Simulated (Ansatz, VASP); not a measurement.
# InP in VASP and in Ansatz

POSCAR

```
InP
1.0
    0.0000000000      2.9139763100      2.9139763100
    2.9139763100      0.0000000000      2.9139763100
    2.9139763100      2.9139763100      0.0000000000
In P
1 1
Direct
    0.0000000000      0.0000000000      0.0000000000
    0.2500000000      0.2500000000      0.2500000000
```

Contents of INCAR.step1:

```
SYSTEM = InP
  PREC = Accurate
  ENCUT = 520
  ISMEAR = -1
  SIGMA = 0.02
  LREAL = .False.
  LASPH = .True.
  NELM = 80
  GGA = PE
  ALGO = Normal
  EDIFF = 1E-4
  LWAVE = .True.
  LCHARG = .False.
```

INCAR.step2

```
SYSTEM = InP
  PREC = Accurate
  ENCUT = 520
  EDIFF = 1E-7
  ISMEAR = -1
  SIGMA = 0.02
  LREAL = .False.
  LASPH = .True.
  NELM = 80
  ALGO = Normal
  ISIF = 2
  LWAVE = .False.
  LCHARG = .False.
  METAGGA = R2SCAN
  LMIXTAU = .True.
  IBRION = 2
  NSW = 50
  EDIFFG = -0.01
  ISTART = 1
```

The input KPOINTS:

```
regular mesh
0
Gamma
  8 8 8
  0 0 0
```

Input for Ansatz:

```yaml
crystal:
  lattice:
    - [0.0, 2.91397631, 2.91397631]
    - [2.91397631, 0.0, 2.91397631]
    - [2.91397631, 2.91397631, 0.0]
  atoms:
    - { symbol: In, position: [0.0, 0.0, 0.0] }
    - { symbol: P, position: [0.25, 0.25, 0.25] }
  symmetry: { tolerance: 0.0003 }
hamiltonian:
  xc: r2scan
  pseudopotentials: { kind: paw, azcp: { folder: soft_1 } }
basis:
  ecutwfc: 500
magnetization:
  spin_polarized: false
scf:
  occupations: { method: fermi_dirac, width: 0.02 }
kpoints:
  mp_grid: { grid: [8, 8, 8], shift: [0, 0, 0] }
  band_path:
    path:
      - [0.0, 0.0, 0.0]
      - [-0.5, -0.5, 0.0]
      - [-0.375, -0.375, 0.25]
      - [-0.375, 0.0, 0.375]
      - [0.0, 0.0, 0.0]
      - [0.0, 0.0, 0.5]
      - [-0.5, -0.25, 0.25]
      - [-0.5, -0.5, 0.0]
    npoints: 10
output:
  forces: true
  stress: true
  eigenvalues: true
  write_potential: true
  elf: true
  volumetric_format: npy
  dos: { e_range: [-12, 8], de: 0.05 }
relax:
  max_steps: 30
```

Alike in both runs: task relaxation of the atoms; functional r2SCAN; k mesh 8 × 8 × 8; occupations fermi-dirac, width 0.02 eV; no spin polarisation.

|  | VASP | Ansatz |
| --- | --- | --- |
| version | VASP 6.6.1 | Ansatz 0.2.0 |
| potentials or method | VASP PAW PBE potentials, release 64 (In_d, P), cutoff 520 eV | PAW plane waves |
| valence electrons in the cell | 18 | 18 |

```tsv
	VASP	Ansatz	Ansatz less VASP
gap on the k mesh at the Fermi level, each at its own relaxed structure (eV)	1.27	1.26	-0.009
```

VASP's potentials were made for PBE, not for r2SCAN. Ansatz's warnings: stress scf threshold loose.

Noted on VASP's run: the relaxation stopped at its first step, so nothing moved.
